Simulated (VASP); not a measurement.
Runs of VASP 6.6.1 on Mg. The structure is that of space group Im-3m (No. 229), or close to it. The cells are those of the table. 

```csv
task,cell,k mesh,cutoff (eV),gap on the mesh (eV),pressure (GPa)
single point,"a = 2.580 Å, angles 109.5°, 1 atom",16 × 16 × 16,520,none,(a)
relaxation of cell and atoms,"relaxed to 75 GPa from a = 2.489 Å, angles 109.5°, 1 atom",20 × 20 × 20,600,none,75.0
relaxation of cell and atoms,"relaxed to 100 GPa from a = 2.422 Å, angles 109.5°, 1 atom",20 × 20 × 20,600,none,100.0
relaxation of cell and atoms,"relaxed to 50 GPa from a = 3.071 Å, angles 109.5°, 1 atom",16 × 16 × 16,600,none,50.0
relaxation of cell and atoms,"relaxed to 30 GPa from a = 2.685 Å, angles 109.5°, 1 atom",20 × 20 × 20,600,none,30.0
single point,"a = 3.037 Å, angles 109.5°, 1 atom",20 × 20 × 20,520,none,-0.3
single point,"a = 2.837 Å, angles 109.5°, 1 atom",20 × 20 × 20,520,none,11.7
relaxation of cell and atoms,"relaxed to 12 GPa from a = 2.685 Å, angles 109.5°, 1 atom",20 × 20 × 20,600,none,12.0
```

Alike in all rows: level LDA; potentials or basis VASP PAW LDA potentials, release 64 (Mg); no spin polarisation; smearing gaussian 0.1 eV.

Q: Fill in the values left out.

A: (a) 50.3.

Caveats: the cell is relaxed towards a set pressure, so the enthalpy falls and the energy may rise (some runs).

A gap of «none» marks levels without a gap at the run's occupations.
